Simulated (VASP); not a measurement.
Runs of VASP 6.6.1 on Au. The structure is that of space group Fm-3m (No. 225), or close to it. The cells are those of the table. 

| task | potentials or basis | cell | k mesh | cutoff (eV) | second run | gap on the mesh (eV) | pressure (GPa) | relaxed volume (Å³/atom) |
| --- | --- | --- | --- | --- | --- | --- | --- | --- |
| relaxation of cell and atoms | VASP PAW LDA potentials, release 64 (Au_sv_GW) | relaxed from a = 2.950 Å, angles 60.0°, 1 atom | 8 × 8 × 8 | 500 | valence_matched | none | -0.2 | 16.68 |
| relaxation of cell and atoms | VASP PAW LDA potentials, release 64 (Au) | relaxed from a = 2.869 Å, angles 60.0°, 1 atom | 18 × 18 × 18 | 600 | - | none | 0.0 | (a) |
| single point | VASP PAW LDA potentials, release 64 (Au) | a = 2.869 Å, angles 60.0°, 1 atom | 8 × 8 × 8 | 520 | - | none | (b) | - |
| relaxation of cell and atoms | VASP PAW LDA potentials, release 64 (Au) | relaxed from a = 2.950 Å, angles 60.0°, 1 atom | 8 × 8 × 8 | 600 | - | none | 0.0 | 16.73 |
| single point | VASP PAW LDA potentials, release 64 (Au) | a = 2.863 Å, angles 60.0°, 1 atom | 18 × 18 × 18 | 520 | - | none | 0.5 | - |

Alike in all rows: level LDA; no spin polarisation; smearing gaussian 0.1 eV.

Q: Estimate the missing entries.

A: (a) 16.64; (b) 0.1.

Caveats: spin-orbit coupling is left out, which moves the levels of the heavy elements.

A k mesh can miss the band edges, and the runs leave out spin-orbit coupling on Au.

A gap of «none» marks levels without a gap at the run's occupations.

The runs don't all hold the same shells in valence.
